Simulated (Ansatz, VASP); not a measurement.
**SnO in VASP and in Ansatz**

```
Sn O
1.0
     3.82015    0.00030    0.00000
    -0.00031    3.82015    0.00000
     0.00000    0.00000   22.22607
Sn O
4 4
Direct
  0.99995 0.99995 0.20246
  0.49995 0.49995 0.30878
  0.66661 0.49995 0.50225
  0.16661 0.99995 0.60857
  0.99995 0.49995 0.25562
  0.49995 0.99995 0.25562
  0.66661 0.99994 0.55541
  0.16661 0.49994 0.55541
```

Alike in both runs: task single point; functional PBE; dispersion D3(BJ); k mesh 7 × 7 × 1; occupations gaussian, width 0.05 eV; no spin polarisation.

```csv
,VASP,Ansatz
version,VASP 6.6.1,Ansatz 0.2.0
potentials or method,"VASP PAW PBE potentials, release 64 (Sn_d, O), cutoff 520 eV","scalar-relativistic, plane waves, PAW"
valence electrons in the cell,80,80
```

Ansatz gave:

- gap on the k mesh at the Fermi level (eV): 2.50
- least direct gap on the mesh (eV): 2.62
- rms of the force components (eV/Å): 0.011

Q: What did VASP give for the same quantities?

A: gap on the k mesh at the Fermi level (eV): 2.50; least direct gap on the mesh (eV): 2.57; rms of the force components (eV/Å): 0.034.

Ansatz's warnings: structure snapped to symmetry.
